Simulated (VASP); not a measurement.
Wanted: the native input for a VASP 6.6.1 run.

| Quantity | Value |
| --- | --- |
| Task | single point |
| Functional | PBE |
| Potentials or basis | VASP PAW PBE potentials, release 64 (Pb_d) |
| Cutoff | 500 eV |
| k mesh | 15 × 15 × 15 |
| Occupations | fermi-dirac, width 0.05 eV |
| Spin | no spin polarisation |
| Dipole correction | no |
| Further INCAR settings | ALGO = Normal; EDIFF = 1e-06; NBANDS = 13 |

The structure of Pb lies in POSCAR:

```
Pb
1.0
   -1.7673470808      1.7673470808      1.7673470808
    1.7673470808     -1.7673470808      1.7673470808
    1.7673470808      1.7673470808     -1.7673470808
Pb
1
Direct
    0.0000000000      0.0000000000      0.0000000000
```

This isn't the form of Pb at room conditions, which is fcc.

The input as run:

INCAR

```
PREC = Accurate
ENCUT = 500
EDIFF = 1E-6
ISMEAR = -1
SIGMA = 0.05
LREAL = F
LASPH = T
NELM = 120
ALGO = Normal
ISIF = 2
LWAVE = F
LCHARG = F
GGA = PE
NBANDS = 13
GGA_COMPAT = F
```

KPOINTS

```
regular mesh
0
Gamma
  15 15 15
```

Potentials or basis: VASP PAW PBE potentials, release 64 (Pb_d).

Command:

```bash
$ cat potpaw_PBE.64/Pb_d/POTCAR > POTCAR
$ mpirun -np 1 vasp_std > vasp.out
```

It gave:

```yaml
Pressure: 34.9 GPa
Band_gap_on_the_k_mesh: zero (bands 7 and 8 overlap by 13.97 eV)
```

Caveat: the cell stands under pressure; spin-orbit coupling is left out, which moves the levels of the heavy elements.

Run time: 8.8 s on 1 thread of Intel(R) Xeon(R) 6975P-C (Granite Rapids), with other jobs on the host, peak memory 0.16 GiB.
